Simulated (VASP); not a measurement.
A run of VASP 6.6.1 is set up as follows.

INCAR

```
PREC = Accurate ; ENCUT = 520
EDIFF = 1E-7 ; ISMEAR = 0
SIGMA = 0.05 ; LREAL = False
LASPH = True ; NELM = 80
ALGO = Normal ; ISIF = 2
LWAVE = False ; LCHARG = True
GGA = PE ; LELF = True
LVHAR = True ; NBANDS = 17
```

File KPOINTS:

```
Automatic mesh
0
Gamma
  10 10 10
```

The input POSCAR:

```
RuSe
1.0
    0.0000000000      2.7520188154      2.7520188154
    2.7520188154      0.0000000000      2.7520188154
    2.7520188154      2.7520188154      0.0000000000
Ru Se
1 1
Direct
    0.0000000000      0.0000000000      0.0000000000
    0.2500000000      0.2500000000      0.2500000000
```

Potentials or basis: VASP PAW PBE potentials, release 64 (Ru_pv, Se).

Run with:

```sh
$ cat potpaw_PBE.64/Ru_pv/POTCAR potpaw_PBE.64/Se/POTCAR > POTCAR
$ mpirun -np 1 vasp_std > vasp.out
```

**Question.** Predict the band gap on the k mesh.

**Answer.** Zero (band 10 reaches 8.38 eV, above the bottom of band 11 at 5.94 eV).

**Question.** What does it give for the pressure?

**Answer.** 0.1 GPa.
